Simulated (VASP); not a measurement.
Runs of VASP 6.6.1 on Pt. The structure is that of space group Im-3m (No. 229), or close to it. The cells are those of the table. 

```tsv
cell	gap on the mesh (eV)	pressure (GPa)
a = 2.705 Å, angles 109.1, 109.1, 110.3°, 1 atom	none	5.0
a = 2.692 Å, angles 108.7, 108.7, 111.1°, 1 atom	none	9.5
a = 2.692 Å, angles 111.1, 111.1, 106.2°, 1 atom	none	9.7
a = 2.664 Å, angles 109.1, 109.1, 110.3°, 1 atom	none	(a)
a = 2.678 Å, angles 110.7, 110.7, 107.0°, 1 atom	none	(b)
```

Alike in all rows: task single point; level r2SCAN; potentials or basis VASP PAW PBE potentials, release 64 (Pt); no spin polarisation; k mesh 26 × 26 × 26; cutoff (eV) 520; smearing gaussian 0.15 eV.

Task: Fill in the values left out.

Result: (a) 19.8; (b) 14.5.

Caveats: the cell stands under pressure; the PAW data sets were made with another functional, which shifts forces and pressure a little; spin-orbit coupling is left out, which moves the levels of the heavy elements.

A k mesh can miss the band edges, and the runs leave out spin-orbit coupling on Pt.

A gap of «none» marks levels without a gap at the run's occupations.
